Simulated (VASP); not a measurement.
# Be5Te (P3) in VASP: notebook

Be5Te is run at these levels: PBE; tasks: single point, relaxation of cell and atoms.

Program: VASP 6.6.1. These are calculated values, not measurements. Logs are shortened: lines on timing, memory, paths and dates and some standing lists are left out, and cuts for length are marked.

### 1 The cell of the first run

The structure is trigonal, space group P3 (No. 143). The conventional cell has a = 4.011 Å, b = 4.011 Å, c = 12.899 Å, α = 90.00°, β = 90.00°, γ = 120.00°. Within 3.0 Å of Be (site symmetry 3) lie 15 Be at 2.27 to 2.74 Å. Be (site symmetry 1) has 9 Be at 2.26 to 2.36 Å within 3.0 Å. Within 2.8 Å of Be (site symmetry 3) lie 12 Be at 2.12 to 2.32 Å. Within 2.8 Å of Be (site symmetry 3) lie 12 Be at 2.12 to 2.32 Å. Be (site symmetry 1) has 7 Be at 2.01 to 2.63 Å and 2 Te at 2.51 to 2.63 Å within 2.7 Å. Be (site symmetry 3) has 4 Te at 2.36 to 3.06 Å within 3.1 Å. Te (site symmetry 3) has 3 Be at 2.36 Å within 3.1 Å. Within 3.3 Å of Te (site symmetry 3) lie 7 Be at 2.51 to 3.06 Å.

### 2 Single point, PBE

Contents of INCAR:

```
ALGO = Normal
EDIFF = 1E-6
ENCUT = 520
GGA = PE
ISIF = 2
ISMEAR = 0
LASPH = True
LCHARG = False
LREAL = False
LWAVE = False
NBANDS = 28
NELM = 60
PREC = Accurate
SIGMA = 0.2
```

Contents of KPOINTS:

```
k-points
0
Gamma
  5 5 2
```

Contents of POSCAR:

```
Be5Te
1.0
    4.0109355628      0.0000000000      0.0000000000
   -2.0054677814      3.4735720904      0.0000000000
    0.0000000000      0.0000000000     12.8990509453
Be Te
10 2
Direct
    0.3333333333      0.6666666667      0.0235777232
    0.3336358116      0.3269970035      0.8825083007
    0.0000000000      0.0000000000      0.0241585102
    0.9933611919      0.6663641884      0.8825083007
    0.6666666667      0.3333333333      0.0241643544
    0.8528822816      0.6667783853      0.1620418340
    0.3332216147      0.1861038963      0.1620418340
    0.8138961037      0.1471177184      0.1620418340
    0.6730029965      0.0066388081      0.8825083007
    0.3333333333      0.6666666667      0.5235343248
    0.6666666667      0.3333333333      0.5585703131
    0.3333333333      0.6666666667      0.2863443701
```

Potentials or basis: VASP PAW PBE potentials, release 64 (Be, Te).

Run with:

```bash
$ cat potpaw_PBE.64/Be/POTCAR potpaw_PBE.64/Te/POTCAR > POTCAR
$ mpirun -np 1 vasp_std > vasp.out
```

OUTCAR:

```text
EDIFF = 1E-6
   ENCUT = 520
   GGA = PE
   ISIF = 2
   ISMEAR = 0
   LASPH = True
   LREAL = False
   NELM = 60
   PREC = Accurate

 ion  position               nearest neighbor table
   1  0.333  0.667  0.024-   4 2.27   9 2.27   2 2.27   3 2.32   3 2.32   3 2.32   5 2.32   5 2.32
                             5 2.32
   2  0.334  0.327  0.883-   5 2.26   3 2.26   1 2.27   9 2.29   4 2.29   9 2.30   4 2.30   4 2.36
                             9 2.36
   3  0.000  0.000  0.024-   8 2.12   7 2.12   6 2.12   9 2.26   2 2.26   4 2.26   5 2.32   5 2.32
                             5 2.32   1 2.32   1 2.32   1 2.32
   4  0.993  0.666  0.883-   5 2.26   3 2.26   1 2.27   2 2.29   9 2.29   9 2.30   2 2.30   2 2.36
                             9 2.36
   5  0.667  0.333  0.024-   8 2.12   6 2.12   7 2.12   9 2.26   4 2.26   2 2.26   3 2.32   3 2.32
                             3 2.32   1 2.32   1 2.32   1 2.32
   6  0.853  0.667  0.162-   8 2.01   7 2.01   7 2.01   8 2.01   3 2.12   5 2.12  12 2.51  12 2.63

   7  0.333  0.186  0.162-   8 2.01   6 2.01   8 2.01   6 2.01   3 2.12   5 2.12  12 2.51  12 2.63

   8  0.814  0.147  0.162-   7 2.01   6 2.01   7 2.01   6 2.01   3 2.12   5 2.12  12 2.51  12 2.63

   9  0.673  0.007  0.883-   5 2.26   3 2.26   1 2.27   2 2.29   4 2.29   2 2.30   4 2.30   4 2.36
                             2 2.36
  10  0.333  0.667  0.524-  11 2.36  11 2.36  11 2.36
  11  0.667  0.333  0.559-  10 2.36  10 2.36  10 2.36
  12  0.333  0.667  0.286-   6 2.51   8 2.51   7 2.51   7 2.63   8 2.63   6 2.63

  LATTYP: Found a hexagonal cell.
 ALAT       =     4.0109355628
 C/A-ratio  =     3.2159706241

  Lattice vectors:

 A1 = (   4.0109355628,   0.0000000000,   0.0000000000)
 A2 = (  -2.0054677814,   3.4735720904,   0.0000000000)
 A3 = (   0.0000000000,   0.0000000000,  12.8990509453)

Analysis of symmetry for initial positions (statically):
=====================================================================
 Subroutine PRICEL returns:
 Original cell was already a primitive cell.

 Routine SETGRP: Setting up the symmetry group for a
 hexagonal supercell.

 Subroutine GETGRP returns: Found  3 space group operations
 (whereof  3 operations were pure point group operations)
 out of a pool of 24 trial point group operations.

The static configuration has the point symmetry C_3 .

Analysis of symmetry for dynamics (positions and initial velocities):
=====================================================================
 Subroutine PRICEL returns:
 Original cell was already a primitive cell.

 Routine SETGRP: Setting up the symmetry group for a
 hexagonal supercell.

 Subroutine GETGRP returns: Found  3 space group operations
 (whereof  3 operations were pure point group operations)
 out of a pool of 24 trial point group operations.

The dynamic configuration has the point symmetry C_3 .

 Subroutine INISYM returns: Found  3 space group operations
 (whereof  3 operations are pure point group operations),
 and found     1 'primitive' translations

----------------------------------------------------------------------------------------

                                     Primitive cell

  volume of cell :     179.7131

  direct lattice vectors                    reciprocal lattice vectors
     4.010935563  0.000000000  0.000000000     0.249318391  0.143944040  0.000000000
    -2.005467781  3.473572090  0.000000000     0.000000000  0.287888080  0.000000000
     0.000000000  0.000000000 12.899050945     0.000000000  0.000000000  0.077525083

  length of vectors
     4.010935563  4.010935563 12.899050945     0.287888080  0.287888080  0.077525083

  position of ions in fractional coordinates (direct lattice)
     0.333333333  0.666666667  0.023577723
     0.333635812  0.326997003  0.882508301
     0.000000000  0.000000000  0.024158510
     0.993361192  0.666364188  0.882508301
     0.666666667  0.333333333  0.024164354
     0.852882282  0.666778385  0.162041834
     0.333221615  0.186103896  0.162041834
     0.813896104  0.147117718  0.162041834
     0.673002997  0.006638808  0.882508301
     0.333333333  0.666666667  0.523534325
     0.666666667  0.333333333  0.558570313
     0.333333333  0.666666667  0.286344370

  ion indices of the primitive-cell ions
   primitive index   ion index
                 1           1
                 2           2
                 3           3
                 4           4
                 5           5
                 6           6
                 7           7
                 8           8
                 9           9
                10          10
                11          11
                12          12

----------------------------------------------------------------------------------------

 KPOINTS: k-points

Automatic generation of k-mesh.
 Grid dimensions read from file:
 generate k-points for:    5    5    2

 Generating k-lattice:

  Cartesian coordinates                     Fractional coordinates (reciprocal lattice)
     0.049863678  0.028788808  0.000000000     0.200000000  0.000000000  0.000000000
     0.000000000  0.057577616  0.000000000     0.000000000  0.200000000  0.000000000
     0.000000000  0.000000000  0.038762542     0.000000000  0.000000000  0.500000000

  Length of vectors
     0.057577616  0.057577616  0.038762542

  Shift w.r.t. Gamma in fractional coordinates (k-lattice)
     0.000000000  0.000000000  0.000000000

 Subroutine IBZKPT returns following result:
 ===========================================

 Found     10 irreducible k-points:

 Following reciprocal coordinates:
            Coordinates               Weight
  0.000000  0.000000  0.000000      1.000000
  0.200000 -0.000000  0.000000      6.000000
  0.400000 -0.000000  0.000000      6.000000
  0.200000  0.200000  0.000000      6.000000
  0.400000  0.200000  0.000000      6.000000
  0.000000  0.000000  0.500000      1.000000
  0.200000 -0.000000  0.500000      6.000000
  0.400000 -0.000000  0.500000      6.000000
  0.200000  0.200000  0.500000      6.000000
  0.400000  0.200000  0.500000      6.000000
   k-points           NKPTS =     10   k-points in BZ     NKDIM =     10   number of bands    NBANDS=     28
   number of dos      NEDOS =    301   number of ions     NIONS =     12
   total plane-waves  NPLWV =  86400
   dimension x,y,z NGX =    30 NGY =   30 NGZ =   96
   dimension x,y,z NGXF=    60 NGYF=   60 NGZF=  192
   ions per type =              10   2
   NGX,Y,Z   is equivalent  to a cutoff of  12.43, 12.43, 12.37 a.u.
   NGXF,Y,Z  is equivalent  to a cutoff of  24.87, 24.87, 24.75 a.u.
 SYSTEM =  unknown system
   PREC   = accura    normal or accurate (medium, high low for compatibility)
   ISTART =      0    job   : 0-new  1-cont  2-samecut
   ICHARG =      2    charge: 1-file 2-atom 10-const
   ISPIN  =      1    spin polarized calculation?
   LNONCOLLINEAR =      F non collinear calculations
   LSORBIT =      F    spin-orbit coupling
   LASPH  =      T    aspherical Exc in radial PAW
   ENCUT  =  520.0 eV  38.22 Ry    6.18 a.u.   7.46  7.46 23.98*2*pi/ulx,y,z
   NELM   =     60;   NELMIN=  2; NELMDL= -5     # of ELM steps
   EDIFF  = 0.1E-05   stopping-criterion for ELM
   LREAL  =      F    real-space projection
   EDIFFG = 0.1E-04   stopping-criterion for IOM
   NSW    =      0    number of steps for IOM
   IBRION =     -1    ionic relax: 0-MD 1-quasi-New 2-CG
   NFREE  =      0    steps in history (QN), initial steepest desc. (CG)
   ISIF   =      2    stress and relaxation
   ISYM   =      2    0-nonsym 1-usesym 2-fastsym
   POTIM  = 0.5000    time-step for ionic-motion
   TEBEG  =    0.0;   TEEND  =   0.0 temperature during run
   PSTRESS=    0.0 pullay stress
   NELECT =      32.0000    total number of electrons
   NUPDOWN=      -1.0000    fix difference up-down
   EMIN   =  10.00;   EMAX   =-10.00  energy-range for DOS
   EFERMI =   0.00;   METHOD = LEGACY
   ISMEAR =     0;   SIGMA  =   0.20  broadening in eV -4-tet -1-fermi 0-gaus
   EFERMI_NEDOS =   21; number of points for ismear=-14 and -15
   IALGO  =     38    algorithm
   IMIX   =      4    mixing-type and parameters
     AMIX     =   0.40;   BMIX     =  1.00
     AMIX_MAG =   1.60;   BMIX_MAG =  1.00
  volume/ion in A,a.u.               =      14.98       101.06
  Fermi-wavevector in a.u.,A,eV,Ry     =   0.921011  1.740459 11.541300  0.848262
  Thomas-Fermi vector in A             =   2.046380
   LORBIT       =      0    0 simple, 1 ext, 2 COOP (PROOUT), +10 PAW based schemes
   GGA     = PE    functional components
   LHFCALC =     F    Hartree Fock is set to
   AEXX    =    0.0000 exact exchange contribution
   IVDW    =     0    specifies the selected vdW correction
   LEPSILON=     F    determine dielectric tensor
   LRPA    =     F    only Hartree local field effects (RPA)
 non-spin polarized calculation
 Gauss-broadening in eV      SIGMA  =   0.20
  energy-cutoff  :      520.00
  volume of cell :      179.71
 maximum number of plane-waves:      4880
 NGX is ok and might be reduce to    30
   NGX = 15   NGY = 15   NGZ = 47

 number of electron      32.0000000 magnetization

 Free energy of the ion-electron system (eV)
  ---------------------------------------------------
  ext. energy  EPLUGINS =         0.00000000
  ---------------------------------------------------
  free energy    TOTEN  =       -42.18567015 eV

  energy without entropy =      -42.18519617  energy(sigma->0) =      -42.18543316

 E-fermi :   4.5902     XC(G=0):  -8.9143

 val. band max:        4.1864519345   @ k =   0.0000   0.0000   0.5000
 cond. band min:       4.9916267805   @ k =   0.0000   0.0000   0.0000
 fundamental gap:      0.8051748459
 Fermi energy:         4.5901633585

 k-point     1 :       0.0000    0.0000    0.0000
  band No.  band energies     occupation
      1      -8.8613      2.00000
      2      -7.3528      2.00000
      3      -5.1686      2.00000
      4      -2.9660      2.00000
      5      -0.3627      2.00000
      6       1.1283      2.00000
[... 20 lines left out ...]
     27       8.7295      0.00000
     28       8.8133      0.00000

 k-point     2 :       0.2000   -0.0000    0.0000
  band No.  band energies     occupation
      1      -8.5671      2.00000
      2      -7.0779      2.00000
      3      -4.8164      2.00000
      4      -2.6526      2.00000
      5      -0.5356      2.00000
      6      -0.1045      2.00000
[... 20 lines left out ...]
     27       9.4296      0.00000
     28       9.6282      0.00000

 k-point     3 :       0.4000   -0.0000    0.0000
  band No.  band energies     occupation
      1      -7.9429      2.00000
      2      -6.5170      2.00000
      3      -3.9010      2.00000
      4      -2.6949      2.00000
      5      -1.8192      2.00000
      6      -1.0503      2.00000
[... 20 lines left out ...]
     27      10.5558      0.00000
     28      10.9663      0.00000

 k-point     4 :       0.2000    0.2000    0.0000
  band No.  band energies     occupation
      1      -8.0893      2.00000
      2      -6.6436      2.00000
      3      -4.1578      2.00000
      4      -2.2714      2.00000
      5      -1.3008      2.00000
      6      -1.2928      2.00000
[... 144 lines left out ...]
     27      10.2659      0.00000
     28      10.9306      0.00000

 k-point     9 :       0.2000    0.2000    0.5000
  band No.  band energies     occupation
      1      -8.0892      2.00000
      2      -6.6438      2.00000
      3      -4.1560      2.00000
      4      -2.2734      2.00000
      5      -1.3073      2.00000
      6      -1.2986      2.00000
[... 20 lines left out ...]
     27       9.6103      0.00000
     28      10.0178      0.00000

 k-point    10 :       0.4000    0.2000    0.5000
  band No.  band energies     occupation
      1      -7.7055      2.00000
      2      -6.3119      2.00000
      3      -3.3699      2.00000
      4      -2.7058      2.00000
      5      -1.7681      2.00000
      6      -1.5587      2.00000
[... 20 lines left out ...]
     27      10.2831      0.00000
     28      10.8505      0.00000

------------------------ aborting loop because EDIFF is reached ----------------------------------------

  FORCE on cell =-STRESS in cart. coord.  units (eV):
  Direction    XX          YY          ZZ          XY          YZ          ZX
  --------------------------------------------------------------------------------------
  -------------------------------------------------------------------------------------
  Total        0.1785584      0.1785584      0.5006464     -0.0000000     -0.0000000      0.0000000
  in kB        1.5918828      1.5918828      4.4633596     -0.0000003     -0.0000000      0.0000000
  external PRESSURE =       2.5490418 kB  Pullay stress =       0.0000000 kB

 VOLUME and BASIS-vectors are now :
 -----------------------------------------------------------------------------
  energy-cutoff  :      520.00
  volume of cell :      179.71
      direct lattice vectors                 reciprocal lattice vectors
     4.010935563  0.000000000  0.000000000     0.249318391  0.143944040  0.000000000
    -2.005467781  3.473572090  0.000000000     0.000000000  0.287888080  0.000000000
     0.000000000  0.000000000 12.899050945     0.000000000  0.000000000  0.077525083

 POSITION                                       TOTAL-FORCE (eV/Angst)
 -----------------------------------------------------------------------------------
     -0.00000      2.31571      0.30413        -0.000000     -0.000000      0.043557
      0.68241      1.13585     11.38352        -0.004766     -0.000352     -0.000985
      0.00000      0.00000      0.31162        -0.000000     -0.000000     -0.024383
      2.64794      2.31466     11.38352         0.002078      0.004303     -0.000985
      2.00547      1.15786      0.31170        -0.000000     -0.000000     -0.019701
      2.08365      2.31610      2.09019         0.001483     -0.006947     -0.006597
      0.96331      0.64645      2.09019         0.005275      0.004758     -0.006597
      2.96944      0.51102      2.09019        -0.006758      0.002189     -0.006597
      2.68606      0.02306     11.38352         0.002688     -0.003951     -0.000985
     -0.00000      2.31571      6.75310        -0.000000     -0.000000     -0.004368
      2.00547      1.15786      7.20503        -0.000000      0.000000     -0.000168
     -0.00000      2.31571      3.69357        -0.000000     -0.000000      0.027808
 -----------------------------------------------------------------------------------
    total drift:                                0.000000      0.000000     -0.000259

  FREE ENERGIE OF THE ION-ELECTRON SYSTEM (eV)
  ---------------------------------------------------
  free  energy   TOTEN  =       -42.1856701541 eV

  energy  without entropy=      -42.1851961668  energy(sigma->0) =      -42.18543316
```

Wall time 47 s (1 thread of Intel Xeon 6975P-C (Granite Rapids), shared host); peak memory 0.29 GiB.

Results:

| Item | Value |
| --- | --- |
| Free energy | -42.1857 eV |
| Pressure | 0.3 GPa |
| Largest force | 0.044 eV/Å |
| Band gap on the k mesh | 0.81 eV, direct |

Forces in eV/Å, atoms in the order of the input:
```
Be   0.000  0.000  0.044
Be  -0.005  0.000 -0.001
Be   0.000  0.000 -0.024
Be   0.002  0.004 -0.001
Be   0.000  0.000 -0.020
Be   0.001 -0.007 -0.007
Be   0.005  0.005 -0.007
Be  -0.007  0.002 -0.007
Be   0.003 -0.004 -0.001
Be   0.000  0.000 -0.004
Te   0.000  0.000  0.000
Te   0.000  0.000  0.028
```

Levels at points of the mesh, in eV from the valence-band top:
```tsv
k point	band 13	band 14	band 15	band 16	band 17	band 18	band 19	band 20
(0.00, 0.00, 0.00)	-0.41	-0.41	0.00	0.00	0.81	1.13	1.17	2.50
(0.00, 0.00, 0.50)	-0.41	-0.41	0.00	0.00	0.81	1.08	1.14	2.49
```

Caveat: spin-orbit coupling is left out, which moves the levels of the heavy elements. A k mesh can miss the band edges.

(Continued in part 2 of 2.)
